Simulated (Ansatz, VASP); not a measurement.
## One calculation of WC, two programs

Contents of INCAR:

```
PREC = Accurate
ENCUT = 520
EDIFF = 1E-7
ISMEAR = 0
SIGMA = 0.05
LREAL = False
LASPH = True
NELM = 60
ALGO = Normal
ISIF = 2
LWAVE = False
LCHARG = False
GGA = PE
NBANDS = 16
```

Contents of KPOINTS:

```
regular mesh
0
Gamma
  8 8 6
```

Contents of POSCAR:

```
WC
1.0
    2.9009900485      0.0000000000      0.0000000000
   -1.4504950242      2.5123310781      0.0000000000
    0.0000000000      0.0000000000      2.8280461283
W C
1 1
Direct
    0.0000000000      0.0000000000      0.0000000000
    0.6666666667      0.3333333333      0.5000000000
```

Input for Ansatz:

```yaml
crystal:
  lattice:
    - [2.9009900485, 0.0, 0.0]
    - [-1.4504950242, 2.5123310781, 0.0]
    - [0.0, 0.0, 2.8280461283]
  atoms:
    - { symbol: W, position: [0.0, 0.0, 0.0] }
    - { symbol: C, position: [0.6666666667, 0.3333333333, 0.5] }
basis:
  ecutwfc: 420
  ecutrho_ratio: 4
kpoints:
  mp_grid: { grid: [8, 8, 6] }
hamiltonian:
  xc: pbe
scf:
  occupations: { method: gaussian, width: 0.05 }
output:
  forces: true
  stress: true
  eigenvalues: true
  populations: true
  write_density: true
  write_potential: true
  elf: true
  volumetric_format: npy
```

Alike in both runs: task single point; functional PBE; k mesh 8 × 8 × 6; occupations gaussian, width 0.05 eV; no spin polarisation.

```csv
,VASP,Ansatz
version,VASP 6.6.1,Ansatz 0.2.0
potentials or method,"VASP PAW PBE potentials, release 64 (W_sv, C), cutoff 520 eV","scalar-relativistic, plane waves, PAW"
valence electrons in the cell,18,18
```

```csv
,VASP,Ansatz,Ansatz less VASP
gap on the k mesh at the Fermi level (eV),none,none,-
pressure (GPa),9.7,8.5,-1.16
"traceless stress, the component that is largest in VASP (GPa)",-0.43,-0.62,-0.196
```

A gap of «none» marks a metal or a gap that the smearing closes.

The k mesh is coarse, so the values compare programs but aren't converged. Spin-orbit coupling is off throughout.
